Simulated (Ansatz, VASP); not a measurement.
**Two plane-wave programs on AlN**

POSCAR

```
AlN
1.0
    1.5533326688     -2.6904511034      0.0000000000
    0.0000000000      0.0000000000     -4.9784048385
    9.4493886239      5.1567876298      0.4147011230
Al N
8 8
Direct
    0.4305833333      1.0677237644      0.8333333333
   -0.0069416667      1.0052487644      0.0833333333
    0.4722333333      1.0260737644      0.3333333333
   -0.0485916667      1.0468987644      0.5833333333
   -0.0763583333      0.5746654310      0.9166666667
    0.4861166667      0.5121904310      0.1666666667
   -0.0347083333      0.5330154310      0.4166666667
    0.4444666667      0.5538404310      0.6666666667
    0.4305833333      0.6861095690      0.8333333333
   -0.0069416667      0.6236345690      0.0833333333
    0.4722333333      0.6444595690      0.3333333333
   -0.0485916667      0.6652845690      0.5833333333
   -0.0763583333      0.1930512356      0.9166666667
    0.4861166667      0.1305762356      0.1666666667
   -0.0347083333      0.1514012356      0.4166666667
    0.4444666667      0.1722262356      0.6666666667
```

Contents of INCAR.step1:

```
SYSTEM = AlN
PREC = Accurate
ENCUT = 520
ISMEAR = 0
SIGMA = 0.05
LREAL = Auto
LASPH = .TRUE.
NELM = 60
NBANDS = 46
GGA = PE
ALGO = Normal
EDIFF = 1E-4
LWAVE = .TRUE.
LCHARG = .FALSE.
```

Contents of INCAR.step2:

```
SYSTEM = AlN
PREC = Accurate
ENCUT = 520
EDIFF = 1E-6
ISMEAR = 0
SIGMA = 0.05
LREAL = Auto
LASPH = .TRUE.
NELM = 60
ALGO = Normal
ISIF = 2
LWAVE = .FALSE.
LCHARG = .TRUE.
METAGGA = R2SCAN
LMIXTAU = .TRUE.
LELF = .TRUE.
LVHAR = .TRUE.
NBANDS = 46
ISTART = 1
```

KPOINTS

```
regular mesh
0
G
  7 5 2
  0 0 0
```

Input for Ansatz:

```yaml
crystal:
  lattice:
    - [1.5533326688, -2.6904511034, 0.0]
    - [0.0, 0.0, -4.9784048385]
    - [9.4493886239, 5.1567876298, 0.414701123]
  atoms:
    - { symbol: Al, position: [0.4305833333, 1.0677237644, 0.8333333333] }
    - { symbol: Al, position: [-0.0069416667, 1.0052487644, 0.0833333333] }
    - { symbol: Al, position: [0.4722333333, 1.0260737644, 0.3333333333] }
    - { symbol: Al, position: [-0.0485916667, 1.0468987644, 0.5833333333] }
    - { symbol: Al, position: [-0.0763583333, 0.574665431, 0.9166666667] }
    - { symbol: Al, position: [0.4861166667, 0.512190431, 0.1666666667] }
    - { symbol: Al, position: [-0.0347083333, 0.533015431, 0.4166666667] }
    - { symbol: Al, position: [0.4444666667, 0.553840431, 0.6666666667] }
    - { symbol: "N", position: [0.4305833333, 0.686109569, 0.8333333333] }
    - { symbol: "N", position: [-0.0069416667, 0.623634569, 0.0833333333] }
    - { symbol: "N", position: [0.4722333333, 0.644459569, 0.3333333333] }
    - { symbol: "N", position: [-0.0485916667, 0.665284569, 0.5833333333] }
    - { symbol: "N", position: [-0.0763583333, 0.1930512356, 0.9166666667] }
    - { symbol: "N", position: [0.4861166667, 0.1305762356, 0.1666666667] }
    - { symbol: "N", position: [-0.0347083333, 0.1514012356, 0.4166666667] }
    - { symbol: "N", position: [0.4444666667, 0.1722262356, 0.6666666667] }
basis:
  ecutwfc: 500
kpoints:
  mp_grid: { grid: [7, 5, 2] }
hamiltonian:
  xc: r2scan
scf:
  occupations: { method: gaussian, width: 0.05 }
output:
  forces: true
  stress: true
  eigenvalues: true
```

Alike in both runs: task single point; functional r2SCAN; k mesh 7 × 5 × 2; occupations gaussian, width 0.05 eV; no spin polarisation.

|  | VASP | Ansatz |
| --- | --- | --- |
| version | VASP 6.6.1 | Ansatz 0.2.0 |
| potentials or method | VASP PAW PBE potentials, release 64 (Al, N), cutoff 520 eV | scalar-relativistic, plane waves, PAW |
| valence electrons in the cell | 64 | 64 |

```csv
,VASP,Ansatz,Ansatz less VASP
gap on the k mesh at the Fermi level (eV),4.48,4.44,-0.033
least direct gap on the mesh (eV),4.48,4.44,-0.033
pressure (GPa),-0.3,0.1,+0.38
"traceless stress, the component that is largest in VASP (GPa)",-4.83,-4.80,+0.028
rms of the force components (eV/Å),0.558,0.557,-0.0016
```

VASP's potentials were made for PBE, not for r2SCAN. Atom by atom the forces differ by 0.004 eV/Å (rms over components).
